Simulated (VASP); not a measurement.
Runs of VASP 6.6.1 on SnTe. The structure is that of space group Fm-3m (No. 225), or close to it. The cells are those of the table. 

```tsv
task	cell	gap on the mesh (eV)	pressure (GPa)
electric field gradients	a = 4.420, b = 4.420, c = 4.464 Å, angles 59.7, 59.7, 60.7°, 2 atoms	0.41	-0.7
electric field gradients	a = 4.509, b = 4.509, c = 4.553 Å, angles 59.7, 59.7, 60.7°, 2 atoms	0.40	-3.2
single point	a = 4.486, b = 4.486, c = 4.464 Å, angles 60.2, 60.2, 59.7°, 2 atoms	0.41	-2.1
single point	a = 4.509 Å, angles 58.7°, 2 atoms	0.18	-1.7
single point	a = 4.531, b = 4.531, c = 4.464 Å, angles 60.5, 60.5, 59.0°, 2 atoms	0.37	-2.8
electric field gradients	a = 4.486, b = 4.486, c = 4.464 Å, angles 60.2, 60.2, 59.7°, 2 atoms	0.41	-2.1
electric field gradients	a = 4.531, b = 4.531, c = 4.464 Å, angles 60.5, 60.5, 59.0°, 2 atoms	0.37	-2.8
electric field gradients	a = 4.509, b = 4.509, c = 4.464 Å, angles 60.3, 60.3, 59.3°, 2 atoms	(a)	(c)
electric field gradients	a = 4.398, b = 4.398, c = 4.330 Å, angles 60.5, 60.5, 59.0°, 2 atoms	(b)	1.5
single point	a = 4.420, b = 4.420, c = 4.464 Å, angles 59.7, 59.7, 60.7°, 2 atoms	0.41	-0.7
```

Alike in all rows: level LDA; potentials or basis VASP PAW LDA potentials, release 64 (Sn_d, Te); no spin polarisation; k mesh 11 × 11 × 11; cutoff (eV) 520; smearing fermi-dirac 0.08 eV.

Q: Fill in the values left out.

A: (a) 0.39; (b) 0.29; (c) -2.4.

Caveats: spin-orbit coupling is left out, which moves the levels of the heavy elements; an odd mesh through Γ misses points on the zone boundary, where band edges can lie; the cell stands under tension (at least some runs).

A k mesh can miss the band edges, and the runs leave out spin-orbit coupling on Sn, Te.
